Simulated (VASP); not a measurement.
# SnSe (CsCl type) (Pm-3m) in VASP: further runs

SnSe (CsCl type) is run at these levels: PBE; tasks: single point.

Program: VASP 6.6.1. These are calculated values, not measurements. Logs are shortened: lines on timing, memory, paths and dates and some standing lists are left out, and cuts for length are marked.

## (1) The cell of the first run

The structure is cubic, space group Pm-3m (No. 221). Conventional cell: a = 3.172 Å, b = 3.172 Å, c = 3.172 Å, α = 90.00°, β = 90.00°, γ = 90.00°. Within 3.6 Å of Sn (site symmetry m-3m) lie 8 Se at 2.75 Å and 6 Sn at 3.17 Å. Within 3.6 Å of Se (site symmetry m-3m) lie 8 Sn at 2.75 Å and 6 Se at 3.17 Å.

## (2) Single point, PBE (15.95 Å³/atom)

File INCAR:

```
SYSTEM = SnSe
PREC     = Accurate       ! precision mode
ENCUT    = 520            ! plane-wave cutoff, eV
EDIFF    = 1E-6           ! SCF threshold, eV
ISMEAR   = -1             ! smearing method
SIGMA    = 0.08           ! smearing width, eV
LREAL    = .FALSE.        ! projectors in reciprocal space
LASPH    = .TRUE.         ! aspherical terms in the spheres
NELM     = 60             ! most SCF steps
ALGO     = Normal         ! electronic algorithm
ISIF     = 2              ! what is computed and relaxed
LWAVE    = .FALSE.        ! write WAVECAR
LCHARG   = .FALSE.        ! write CHGCAR
GGA      = PE             ! functional
NBANDS   = 17             ! bands
```

File KPOINTS:

```
Automatic mesh
0
G
  14 14 14
  0 0 0
```

File POSCAR:

```
SnSe
1.0
    3.1717558819      0.0000000000      0.0000000000
    0.0000000000      3.1717558819      0.0000000000
    0.0000000000      0.0000000000      3.1717558819
Sn Se
1 1
Direct
    0.0000000000      0.0000000000      0.0000000000
    0.5000000000      0.5000000000      0.5000000000
```

Potentials or basis: VASP PAW PBE potentials, release 64 (Sn_d, Se).

Run with:

```console
cat potpaw_PBE.64/Sn_d/POTCAR potpaw_PBE.64/Se/POTCAR > POTCAR
mpirun -np 1 vasp_std > vasp.out
```

OUTCAR:

```text
SYSTEM = SnSe
   PREC = Accurate
   ENCUT = 520
   EDIFF = 1E-6
   ISMEAR = -1
   LREAL = .FALSE.
   LASPH = .TRUE.
   NELM = 60
   ISIF = 2
   GGA = PE

 ion  position               nearest neighbor table
   1  0.000  0.000  0.000-   2 2.75   2 2.75   2 2.75   2 2.75   2 2.75   2 2.75   2 2.75   2 2.75

   2  0.500  0.500  0.500-   1 2.75   1 2.75   1 2.75   1 2.75   1 2.75   1 2.75   1 2.75   1 2.75

  LATTYP: Found a simple cubic cell.
 ALAT       =     3.1717558819

  Lattice vectors:

 A1 = (   3.1717558819,   0.0000000000,   0.0000000000)
 A2 = (   0.0000000000,   3.1717558819,   0.0000000000)
 A3 = (   0.0000000000,   0.0000000000,   3.1717558819)

Analysis of symmetry for initial positions (statically):
=====================================================================
 Subroutine PRICEL returns:
 Original cell was already a primitive cell.

 Routine SETGRP: Setting up the symmetry group for a
 simple cubic supercell.

 Subroutine GETGRP returns: Found 48 space group operations
 (whereof 48 operations were pure point group operations)
 out of a pool of 48 trial point group operations.

The static configuration has the point symmetry O_h .

Analysis of symmetry for dynamics (positions and initial velocities):
=====================================================================
 Subroutine PRICEL returns:
 Original cell was already a primitive cell.

 Routine SETGRP: Setting up the symmetry group for a
 simple cubic supercell.

 Subroutine GETGRP returns: Found 48 space group operations
 (whereof 48 operations were pure point group operations)
 out of a pool of 48 trial point group operations.

The dynamic configuration has the point symmetry O_h .

 Subroutine INISYM returns: Found 48 space group operations
 (whereof 48 operations are pure point group operations),
 and found     1 'primitive' translations

----------------------------------------------------------------------------------------

                                     Primitive cell

  volume of cell :      31.9080

  direct lattice vectors                    reciprocal lattice vectors
     3.171755882  0.000000000  0.000000000     0.315282776  0.000000000  0.000000000
     0.000000000  3.171755882  0.000000000     0.000000000  0.315282776  0.000000000
     0.000000000  0.000000000  3.171755882     0.000000000  0.000000000  0.315282776

  length of vectors
     3.171755882  3.171755882  3.171755882     0.315282776  0.315282776  0.315282776

  position of ions in fractional coordinates (direct lattice)
     0.000000000  0.000000000  0.000000000
     0.500000000  0.500000000  0.500000000

  ion indices of the primitive-cell ions
   primitive index   ion index
                 1           1
                 2           2

----------------------------------------------------------------------------------------

 KPOINTS: Automatic mesh

Automatic generation of k-mesh.
 Grid dimensions read from file:
 generate k-points for:   14   14   14

 Generating k-lattice:

  Cartesian coordinates                     Fractional coordinates (reciprocal lattice)
     0.022520198  0.000000000  0.000000000     0.071428571  0.000000000  0.000000000
     0.000000000  0.022520198  0.000000000     0.000000000  0.071428571  0.000000000
     0.000000000  0.000000000  0.022520198     0.000000000  0.000000000  0.071428571

  Length of vectors
     0.022520198  0.022520198  0.022520198

  Shift w.r.t. Gamma in fractional coordinates (k-lattice)
     0.000000000  0.000000000  0.000000000

 Subroutine IBZKPT returns following result:
 ===========================================

 Found    120 irreducible k-points:

 Following reciprocal coordinates:
            Coordinates               Weight
  0.000000  0.000000  0.000000      1.000000
  0.071429  0.000000  0.000000      6.000000
  0.142857  0.000000  0.000000      6.000000
  0.214286  0.000000  0.000000      6.000000
  0.285714  0.000000  0.000000      6.000000
  0.357143  0.000000  0.000000      6.000000
[... 16 lines left out ...]
  0.285714  0.214286  0.000000     24.000000
  0.357143  0.214286  0.000000     24.000000
 [... further k-points ...]
   k-points           NKPTS =    120   k-points in BZ     NKDIM =    120   number of bands    NBANDS=     17
   number of dos      NEDOS =    301   number of ions     NIONS =      2
   total plane-waves  NPLWV =  13824
   dimension x,y,z NGX =    24 NGY =   24 NGZ =   24
   dimension x,y,z NGXF=    48 NGYF=   48 NGZF=   48
   ions per type =               1   1
   NGX,Y,Z   is equivalent  to a cutoff of  12.58, 12.58, 12.58 a.u.
   NGXF,Y,Z  is equivalent  to a cutoff of  25.16, 25.16, 25.16 a.u.
 SYSTEM =  SnSe
   PREC   = accura    normal or accurate (medium, high low for compatibility)
   ISTART =      0    job   : 0-new  1-cont  2-samecut
   ICHARG =      2    charge: 1-file 2-atom 10-const
   ISPIN  =      1    spin polarized calculation?
   LNONCOLLINEAR =      F non collinear calculations
   LSORBIT =      F    spin-orbit coupling
   LASPH  =      T    aspherical Exc in radial PAW
   ENCUT  =  520.0 eV  38.22 Ry    6.18 a.u.   5.90  5.90  5.90*2*pi/ulx,y,z
   NELM   =     60;   NELMIN=  2; NELMDL= -5     # of ELM steps
   EDIFF  = 0.1E-05   stopping-criterion for ELM
   LREAL  =      F    real-space projection
   EDIFFG = 0.1E-04   stopping-criterion for IOM
   NSW    =      0    number of steps for IOM
   IBRION =     -1    ionic relax: 0-MD 1-quasi-New 2-CG
   NFREE  =      0    steps in history (QN), initial steepest desc. (CG)
   ISIF   =      2    stress and relaxation
   ISYM   =      2    0-nonsym 1-usesym 2-fastsym
   POTIM  = 0.5000    time-step for ionic-motion
   TEBEG  =    0.0;   TEEND  =   0.0 temperature during run
   PSTRESS=    0.0 pullay stress
   NELECT =      20.0000    total number of electrons
   NUPDOWN=      -1.0000    fix difference up-down
   EMIN   =  10.00;   EMAX   =-10.00  energy-range for DOS
   EFERMI =   0.00;   METHOD = LEGACY
   ISMEAR =    -1;   SIGMA  =   0.08  broadening in eV -4-tet -1-fermi 0-gaus
   EFERMI_NEDOS =   21; number of points for ismear=-14 and -15
   IALGO  =     38    algorithm
   IMIX   =      4    mixing-type and parameters
     AMIX     =   0.40;   BMIX     =  1.00
     AMIX_MAG =   1.60;   BMIX_MAG =  1.00
  volume/ion in A,a.u.               =      15.95       107.66
  Fermi-wavevector in a.u.,A,eV,Ry     =   1.401044  2.647589 26.707202  1.962924
  Thomas-Fermi vector in A             =   2.523944
   LORBIT       =      0    0 simple, 1 ext, 2 COOP (PROOUT), +10 PAW based schemes
   GGA     = PE    functional components
   LHFCALC =     F    Hartree Fock is set to
   AEXX    =    0.0000 exact exchange contribution
   IVDW    =     0    specifies the selected vdW correction
   LEPSILON=     F    determine dielectric tensor
   LRPA    =     F    only Hartree local field effects (RPA)
 non-spin polarized calculation
  energy-cutoff  :      520.00
  volume of cell :       31.91
 maximum number of plane-waves:       912
 NGX is ok and might be reduce to    24
   NGX = 11   NGY = 11   NGZ = 11

 number of electron      20.0000002 magnetization

 Free energy of the ion-electron system (eV)
  ---------------------------------------------------
  ext. energy  EPLUGINS =         0.00000000
  ---------------------------------------------------
  free energy    TOTEN  =        -5.51302183 eV

  energy without entropy =       -5.50045541  energy(sigma->0) =       -5.50673862

 E-fermi :  12.9497     XC(G=0): -12.4076

 val. band max:       12.9072777346   @ k =   0.4286   0.2143   0.2143
 cond. band min:      12.9841715116   @ k =   0.5000   0.3571   0.2143
 fundamental gap:      0.0768937770
 Fermi energy:        12.9497091908

 k-point     1 :       0.0000    0.0000    0.0000
  band No.  band energies     occupation
      1      -9.4428      2.00000
      2      -9.4428      2.00000
      3      -9.1423      2.00000
      4      -9.1423      2.00000
      5      -9.1423      2.00000
      6      -5.2260      2.00000
[... 9 lines left out ...]
     16      27.1870      0.00000
     17      27.1871      0.00000

 k-point     2 :       0.0714    0.0000    0.0000
  band No.  band energies     occupation
      1      -9.4418      2.00000
      2      -9.4306      2.00000
      3      -9.1478      2.00000
      4      -9.1478      2.00000
      5      -9.1419      2.00000
      6      -5.1570      2.00000
[... 9 lines left out ...]
     16      26.6419      0.00000
     17      26.6430      0.00000

 k-point     3 :       0.1429    0.0000    0.0000
  band No.  band energies     occupation
      1      -9.4389      2.00000
      2      -9.3966      2.00000
      3      -9.1631      2.00000
      4      -9.1631      2.00000
      5      -9.1406      2.00000
      6      -4.9517      2.00000
[... 9 lines left out ...]
     16      25.3258      0.00000
     17      26.5414      0.00000

 k-point     4 :       0.2143    0.0000    0.0000
  band No.  band energies     occupation
      1      -9.4348      2.00000
      2      -9.3476      2.00000
      3      -9.1851      2.00000
      4      -9.1851      2.00000
      5      -9.1388      2.00000
      6      -4.6175      2.00000
[... 9 lines left out ...]
     16      23.9333      0.00000
     17      26.8606      0.00000
[... 343 lines left out ...]
      1      -9.3857      2.00000
      2      -9.2890      2.00000
      3      -9.2518      2.00000
      4      -9.1832      2.00000
      5      -9.1746      2.00000
      6      -3.9883      2.00000
[... 9 lines left out ...]
     16      23.5372      0.00000
     17      24.2808      0.00000

 k-point    23 :       0.2857    0.2143    0.0000
  band No.  band energies     occupation
      1      -9.3736      2.00000
      2      -9.2883      2.00000
      3      -9.2396      2.00000
      4      -9.2024      2.00000
      5      -9.1747      2.00000
      6      -3.5338      2.00000
[... 9 lines left out ...]
     16      23.3496      0.00000
     17      24.2316      0.00000

 k-point    24 :       0.3571    0.2143    0.0000
  band No.  band energies     occupation
      1      -9.3661      2.00000
      2      -9.3204      2.00000
      3      -9.2223      2.00000
      4      -9.1917      2.00000
      5      -9.1719      2.00000
      6      -3.0157      2.00000
[... 9 lines left out ...]
     16      24.4274      0.00000
     17      25.0054      0.00000

 [... further k-points ...]

------------------------ aborting loop because EDIFF is reached ----------------------------------------

  FORCE on cell =-STRESS in cart. coord.  units (eV):
  Direction    XX          YY          ZZ          XY          YZ          ZX
  --------------------------------------------------------------------------------------
  -------------------------------------------------------------------------------------
  Total       11.9935221     11.9935221     11.9935221      0.0000000      0.0000000      0.0000000
  in kB      602.2240001    602.2240001    602.2240001      0.0000000      0.0000000      0.0000000
  external PRESSURE =     602.2240001 kB  Pullay stress =       0.0000000 kB

 VOLUME and BASIS-vectors are now :
 -----------------------------------------------------------------------------
  energy-cutoff  :      520.00
  volume of cell :       31.91
      direct lattice vectors                 reciprocal lattice vectors
     3.171755882  0.000000000  0.000000000     0.315282776  0.000000000  0.000000000
     0.000000000  3.171755882  0.000000000     0.000000000  0.315282776  0.000000000
     0.000000000  0.000000000  3.171755882     0.000000000  0.000000000  0.315282776

 POSITION                                       TOTAL-FORCE (eV/Angst)
 -----------------------------------------------------------------------------------
      0.00000      0.00000      0.00000         0.000000      0.000000      0.000000
      1.58588      1.58588      1.58588         0.000000      0.000000      0.000000
 -----------------------------------------------------------------------------------
    total drift:                                0.000000      0.000000      0.000000

  FREE ENERGIE OF THE ION-ELECTRON SYSTEM (eV)
  ---------------------------------------------------
  free  energy   TOTEN  =        -5.5130218336 eV

  energy  without entropy=       -5.5004554142  energy(sigma->0) =       -5.50673862
```

Wall time 18 s (1 thread of AMD EPYC 9R45 (Zen 5), shared host); peak memory 0.16 GiB.

What came out:

| Property | Result |
| --- | --- |
| Free energy | -5.5130 eV |
| Pressure | 60.2 GPa |
| Band gap on the k mesh | zero (bands 10 and 11 overlap by 4.61 eV) |

Levels at points of the mesh, in eV from the Fermi level:
```csv
k point,band 6,band 7,band 8,band 9,band 10,band 11,band 12,band 13,band 14,band 15
"(0.00, 0.00, 0.00)",-18.18,-4.36,-3.73,-3.73,-3.73,2.90,2.90,9.67,9.67,9.67
"(0.50, 0.00, 0.00)",-15.93,-12.04,-1.38,-1.38,0.41,2.25,3.17,3.17,4.58,7.65
"(0.50, 0.50, 0.00)",-13.78,-8.82,-8.82,-7.33,-0.77,5.32,5.32,6.84,6.98,8.82
"(0.50, 0.50, 0.50)",-12.94,-5.56,-5.56,-5.56,-3.57,-3.30,-3.30,-3.30,19.51,19.51
```

Caveat: the cell stands under pressure; spin-orbit coupling is left out, which moves the levels of the heavy elements.

## (3) Single point, PBE (15.95 Å³/atom)

File INCAR:

```
  PREC = Accurate
  ENCUT = 520
  EDIFF = 1E-6
  ISMEAR = -1
  SIGMA = 0.08
  LREAL = F
  LASPH = T
  NELM = 100
  ALGO = Normal
  ISIF = 2
  LWAVE = F
  LCHARG = F
  GGA = PE
  NBANDS = 17
```

File KPOINTS:

```
Automatic mesh
0
Gamma
  14 14 14
```

POSCAR is that of step 2.

Potentials or basis: VASP PAW PBE potentials, release 64 (Sn_d, Se).

Run with:

```console
cat potpaw_PBE.64/Sn_d/POTCAR potpaw_PBE.64/Se/POTCAR > POTCAR
mpirun -np 1 vasp_std > vasp.out
```

Wall time 19 s (1 thread of AMD EPYC 9R45 (Zen 5), shared host); peak memory 0.16 GiB.

Results (log left out):

```
Free energy            : -5.5130 eV
Pressure               : 60.2 GPa
Band gap on the k mesh : zero (bands 10 and 11 overlap by 4.61 eV)
```

Levels at points of the mesh, in eV from the Fermi level:
| k point | band 8 | band 9 | band 10 | band 11 | band 12 | band 13 |
| --- | --- | --- | --- | --- | --- | --- |
| (0.00, 0.00, 0.00) | -3.73 | -3.73 | -3.73 | 2.90 | 2.90 | 9.67 |
| (0.50, 0.00, 0.00) | -1.38 | -1.38 | 0.41 | 2.25 | 3.17 | 3.17 |
| (0.50, 0.50, 0.00) | -8.82 | -7.33 | -0.77 | 5.32 | 5.32 | 6.84 |
| (0.50, 0.50, 0.50) | -5.56 | -5.56 | -3.57 | -3.30 | -3.30 | -3.30 |

Caveat: the cell stands under pressure; spin-orbit coupling is left out, which moves the levels of the heavy elements.

[end of part 1 of 2]
